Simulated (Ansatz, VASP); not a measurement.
Zn2P in VASP and in Ansatz

```xyz
6
Lattice="4.0797 0.0000 0.0000 0.0000 4.0797 0.0000 0.0000 0.0000 6.0857" Properties=species:S:1:pos:R:3 pbc="T T T"
Zn    0.0000    0.0000    0.0000
Zn    2.0399    2.0399    0.0000
Zn    0.0000    2.0399    2.1114
Zn    2.0399    0.0000    3.9743
P     0.0000    2.0399    4.5671
P     2.0399    0.0000    1.5186
```

Alike in both runs: functional PBE; k mesh 10 × 10 × 8; occupations gaussian, width 0.1 eV; no spin polarisation.

Ansatz relaxed the structure, and its values are those at the end. VASP's run is a single point on that final structure, the one shown.

|  | VASP | Ansatz |
| --- | --- | --- |
| version | VASP 6.6.1 | Ansatz 0.2.0 |
| potentials or method | VASP PAW PBE potentials, release 64 (Zn, P), cutoff 520 eV | scalar-relativistic, plane waves, PAW |
| valence electrons in the cell | 58 | 58 |

VASP gave:

| Item | Value |
| --- | --- |
| gap on the k mesh at the Fermi level (eV) | none |
| pressure (GPa) | 0.1 |

Task: Which values does Ansatz return?

Result: gap on the k mesh at the Fermi level (eV): none; pressure (GPa): 0.0.

A gap of «none» marks a metal or a gap that the smearing closes. With one functional, cell and mesh, what is left measures potentials, basis and numerics.
